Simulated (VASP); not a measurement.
# HfN (P6_3/mmc) in VASP: a series of runs, part 2 of 2

VASP 6.6.1. The steps go on from the part before.

### Step 3. Single point, r2SCAN

The input, POSCAR:

```
HfN
1.0
    3.1339080000      0.0000000000      0.0000000000
   -1.5669540000      2.7140439411      0.0000000000
    0.0000000000      0.0000000000      5.4167680000
Hf N
2 2
Direct
    0.6666666667      0.3333333333      0.7500000000
    0.3333333333      0.6666666667      0.2500000000
    0.0000000000      0.0000000000      0.0000000000
    0.0000000000      0.0000000000      0.5000000000
```

The input, INCAR.step1:

```
PREC = Accurate
ENCUT = 520
ISMEAR = 1
SIGMA = 0.025
LREAL = False
LASPH = True
NELM = 100
NBANDS = 23
GGA = PE
ALGO = Normal
EDIFF = 1E-4
LWAVE = True
LCHARG = False
```

The input, INCAR.step2:

```
PREC = Accurate
ENCUT = 520
EDIFF = 1E-7
ISMEAR = 1
SIGMA = 0.025
LREAL = False
LASPH = True
NELM = 100
ALGO = Normal
ISIF = 2
LWAVE = False
LCHARG = False
METAGGA = R2SCAN
LMIXTAU = True
NBANDS = 23
ISTART = 1
```

The input, KPOINTS:

```
Automatic mesh
0
Gamma
  8 8 4
```

Potentials or basis: VASP PAW PBE potentials, release 64 (Hf_pv, N).

Started as:

```
cat potpaw_PBE.64/Hf_pv/POTCAR potpaw_PBE.64/N/POTCAR > POTCAR
cp INCAR.step1 INCAR
mpirun -np 1 vasp_std > vasp.out
cp INCAR.step2 INCAR
mpirun -np 1 vasp_std > vasp.out
```

OUTCAR:

```text
PREC = Accurate
   ENCUT = 520
   EDIFF = 1E-7
   ISMEAR = 1
   LREAL = False
   LASPH = True
   NELM = 100
   ISIF = 2
   METAGGA = R2SCAN
   ISTART = 1

 ion  position               nearest neighbor table
   1  0.667  0.333  0.750-   3 2.26   4 2.26   3 2.26   4 2.26   3 2.26   4 2.26   2 3.26   2 3.26
                             2 3.26   2 3.26   2 3.26   2 3.26
   2  0.333  0.667  0.250-   3 2.26   4 2.26   3 2.26   4 2.26   3 2.26   4 2.26   1 3.26   1 3.26
                             1 3.26   1 3.26   1 3.26   1 3.26
   3  0.000  0.000  0.000-   1 2.26   2 2.26   2 2.26   1 2.26   1 2.26   2 2.26
   4  0.000  0.000  0.500-   1 2.26   2 2.26   2 2.26   1 2.26   1 2.26   2 2.26

  LATTYP: Found a hexagonal cell.
 ALAT       =     3.1339080000
 C/A-ratio  =     1.7284387417

  Lattice vectors:

 A1 = (   3.1339080000,   0.0000000000,   0.0000000000)
 A2 = (  -1.5669540000,   2.7140439411,   0.0000000000)
 A3 = (   0.0000000000,   0.0000000000,   5.4167680000)

Analysis of symmetry for initial positions (statically):
=====================================================================
 Subroutine PRICEL returns:
 Original cell was already a primitive cell.

 Routine SETGRP: Setting up the symmetry group for a
 hexagonal supercell.

 Subroutine GETGRP returns: Found 24 space group operations
 (whereof 12 operations were pure point group operations)
 out of a pool of 24 trial point group operations.

The static configuration has the point symmetry D_3d.
 The point group associated with its full space group is D_6h.

Analysis of symmetry for dynamics (positions and initial velocities):
=====================================================================
 Subroutine PRICEL returns:
 Original cell was already a primitive cell.

 Routine SETGRP: Setting up the symmetry group for a
 hexagonal supercell.

 Subroutine GETGRP returns: Found 24 space group operations
 (whereof 12 operations were pure point group operations)
 out of a pool of 24 trial point group operations.

The dynamic configuration has the point symmetry D_3d.
 The point group associated with its full space group is D_6h.

 Subroutine INISYM returns: Found 24 space group operations
 (whereof 12 operations are pure point group operations),
 and found     1 'primitive' translations

----------------------------------------------------------------------------------------

                                     Primitive cell

  volume of cell :      46.0727

  direct lattice vectors                    reciprocal lattice vectors
     3.133908000  0.000000000  0.000000000     0.319090414  0.184226936  0.000000000
    -1.566954000  2.714043941  0.000000000     0.000000000  0.368453872  0.000000000
     0.000000000  0.000000000  5.416768000     0.000000000  0.000000000  0.184611931

  length of vectors
     3.133908000  3.133908000  5.416768000     0.368453872  0.368453872  0.184611931

  position of ions in fractional coordinates (direct lattice)
     0.666666667  0.333333333  0.750000000
     0.333333333  0.666666667  0.250000000
     0.000000000  0.000000000  0.000000000
     0.000000000  0.000000000  0.500000000

[... 27 lines left out ...]

 Subroutine IBZKPT returns following result:
 ===========================================

 Found     30 irreducible k-points:

 Following reciprocal coordinates:
            Coordinates               Weight
  0.000000  0.000000  0.000000      1.000000
  0.125000  0.000000  0.000000      6.000000
  0.250000  0.000000  0.000000      6.000000
  0.375000 -0.000000  0.000000      6.000000
  0.500000  0.000000  0.000000      3.000000
  0.125000  0.125000  0.000000      6.000000
[... 16 lines left out ...]
  0.250000  0.000000  0.500000      6.000000
  0.375000 -0.000000  0.500000      6.000000
 [... further k-points ...]
   k-points           NKPTS =     30   k-points in BZ     NKDIM =     30   number of bands    NBANDS=     23
   number of dos      NEDOS =    301   number of ions     NIONS =      4
   total plane-waves  NPLWV =  23040
   dimension x,y,z NGX =    24 NGY =   24 NGZ =   40
   dimension x,y,z NGXF=    48 NGYF=   48 NGZF=   80
   ions per type =               2   2
   NGX,Y,Z   is equivalent  to a cutoff of  12.73, 12.73, 12.28 a.u.
   NGXF,Y,Z  is equivalent  to a cutoff of  25.46, 25.46, 24.55 a.u.
 SYSTEM =  unknown system
   PREC   = accura    normal or accurate (medium, high low for compatibility)
   ISTART =      1    job   : 0-new  1-cont  2-samecut
   ICHARG =      0    charge: 1-file 2-atom 10-const
   ISPIN  =      1    spin polarized calculation?
   LNONCOLLINEAR =      F non collinear calculations
   LSORBIT =      F    spin-orbit coupling
   LASPH  =      T    aspherical Exc in radial PAW
   ENCUT  =  520.0 eV  38.22 Ry    6.18 a.u.   5.83  5.83 10.07*2*pi/ulx,y,z
   NELM   =    100;   NELMIN=  2; NELMDL=  0     # of ELM steps
   EDIFF  = 0.1E-06   stopping-criterion for ELM
   LREAL  =      F    real-space projection
   EDIFFG = 0.1E-05   stopping-criterion for IOM
   NSW    =      0    number of steps for IOM
   IBRION =     -1    ionic relax: 0-MD 1-quasi-New 2-CG
   NFREE  =      0    steps in history (QN), initial steepest desc. (CG)
   ISIF   =      2    stress and relaxation
   ISYM   =      2    0-nonsym 1-usesym 2-fastsym
   POTIM  = 0.5000    time-step for ionic-motion
   TEBEG  =    0.0;   TEEND  =   0.0 temperature during run
   PSTRESS=    0.0 pullay stress
   NELECT =      30.0000    total number of electrons
   NUPDOWN=      -1.0000    fix difference up-down
   EMIN   =  10.00;   EMAX   =-10.00  energy-range for DOS
   EFERMI =   0.00;   METHOD = LEGACY
   ISMEAR =     1;   SIGMA  =   0.03  broadening in eV -4-tet -1-fermi 0-gaus
   EFERMI_NEDOS =   21; number of points for ismear=-14 and -15
   IALGO  =     38    algorithm
   IMIX   =      4    mixing-type and parameters
     AMIX     =   0.40;   BMIX     =  1.00
     AMIX_MAG =   1.60;   BMIX_MAG =  1.00
  volume/ion in A,a.u.               =      11.52        77.73
  Fermi-wavevector in a.u.,A,eV,Ry     =   1.418951  2.681429 27.394277  2.013423
  Thomas-Fermi vector in A             =   2.540023
   LORBIT       =      0    0 simple, 1 ext, 2 COOP (PROOUT), +10 PAW based schemes
   METAGGA = R2SCAN    functional components
   LHFCALC =     F    Hartree Fock is set to
   AEXX    =    0.0000 exact exchange contribution
   IVDW    =     0    specifies the selected vdW correction
   LEPSILON=     F    determine dielectric tensor
   LRPA    =     F    only Hartree local field effects (RPA)
 non-spin polarized calculation
 Methfessel and Paxton  Order N= 1 SIGMA  =   0.03
  energy-cutoff  :      520.00
  volume of cell :       46.07
 maximum number of plane-waves:      1275
 NGX is ok and might be reduce to    24
   NGX = 11   NGY = 11   NGZ = 21

 number of electron      30.0000001 magnetization

 Free energy of the ion-electron system (eV)
  ---------------------------------------------------
  ext. energy  EPLUGINS =         0.00000000
  ---------------------------------------------------
  free energy    TOTEN  =      -116.37459782 eV

  energy without entropy =     -116.37454325  energy(sigma->0) =     -116.37457963

 E-fermi :   7.7805     XC(G=0): -13.6119

 val. band max:        7.7651110128   @ k =   0.2500   0.0000   0.5000
 cond. band min:       7.7960853429   @ k =   0.2500   0.2500   0.5000
 fundamental gap:      0.0309743301
 Fermi energy:         7.7805143250

 k-point     1 :       0.0000    0.0000    0.0000
  band No.  band energies     occupation
      1     -25.0538      2.00000
      2     -24.1889      2.00000
      3     -24.0795      2.00000
      4     -24.0795      2.00000
      5     -24.0231      2.00000
      6     -24.0231      2.00000
[... 613 lines left out ...]
     22      13.6694      0.00000
     23      15.4429      0.00000

 [... further k-points ...]

------------------------ aborting loop because EDIFF is reached ----------------------------------------

  FORCE on cell =-STRESS in cart. coord.  units (eV):
  Direction    XX          YY          ZZ          XY          YZ          ZX
  --------------------------------------------------------------------------------------
  -------------------------------------------------------------------------------------
  Total        0.0673139      0.0673139     -0.0262413      0.0000000      0.0000000      0.0000000
  in kB        2.3408406      2.3408406     -0.9125405      0.0000000      0.0000000      0.0000000
  external PRESSURE =       1.2563802 kB  Pullay stress =       0.0000000 kB

 VOLUME and BASIS-vectors are now :
 -----------------------------------------------------------------------------
  energy-cutoff  :      520.00
  volume of cell :       46.07
      direct lattice vectors                 reciprocal lattice vectors
     3.133908000  0.000000000  0.000000000     0.319090414  0.184226936  0.000000000
    -1.566954000  2.714043941  0.000000000     0.000000000  0.368453872  0.000000000
     0.000000000  0.000000000  5.416768000     0.000000000  0.000000000  0.184611931

 POSITION                                       TOTAL-FORCE (eV/Angst)
 -----------------------------------------------------------------------------------
      1.56695      0.90468      4.06258        -0.000000      0.000000      0.000000
     -0.00000      1.80936      1.35419         0.000000      0.000000      0.000000
      0.00000      0.00000      0.00000        -0.000000      0.000000      0.000000
      0.00000      0.00000      2.70838        -0.000000      0.000000      0.000000
 -----------------------------------------------------------------------------------
    total drift:                               -0.000000      0.000000     -0.000000

  FREE ENERGIE OF THE ION-ELECTRON SYSTEM (eV)
  ---------------------------------------------------
  free  energy   TOTEN  =      -116.3745978232 eV

  energy  without entropy=     -116.3745432502  energy(sigma->0) =     -116.37457963
```

Run time: 67 s. Hardware: 1 thread of Intel Xeon Platinum 8488C (Sapphire Rapids), shared host; peak memory 0.18 GiB.

Results:

* Free energy: -116.3746 eV
* Pressure: 0.1 GPa
* Band gap on the k mesh: zero (band 15 reaches 9.94 eV, above the bottom of band 16 at 7.49 eV)

Stress tensor (GPa, compression positive):
```
 0.23  0.00  0.00
 0.00  0.23  0.00
 0.00  0.00 -0.09
```

Caveat: the PAW data sets were made with another functional, which shifts forces and pressure a little; spin-orbit coupling is left out, which moves the levels of the heavy elements.
